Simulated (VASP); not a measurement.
Crystal: CsCl.

```
Cs Cl
1.0
     4.14068    0.00000    0.00000
     0.00000    4.14068    0.00000
     0.00000    0.00000    4.14068
Cs Cl
1 1
Direct
  0.00000 0.00000 0.00000
  0.50000 0.50000 0.50000
```

Base run:

```yaml
Program: VASP 6.6.1
Functional: PBE
Potentials_or_basis: VASP PAW PBE potentials, release 64 (Cs_sv, Cl)
Cutoff: 500 eV
k_mesh: 4 × 4 × 4
Occupations: gaussian, width 0.01 eV
Spin: no spin polarisation
```

Its results: band gap on the k mesh 5.20 eV; pressure 0.8 GPa.

Q: The run is repeated on the same cell with these changes: functional from PBE to PBE-based screened hybrid with 20 % exact exchange; cutoff from 500 eV to 400 eV. What comes out?

A: Band gap on the k mesh 5.75 eV; pressure 0.5 GPa.

Caveats: spin-orbit coupling is left out, which moves the levels of the heavy elements; the PAW data sets were made with another functional, which shifts forces and pressure a little (at least some runs).

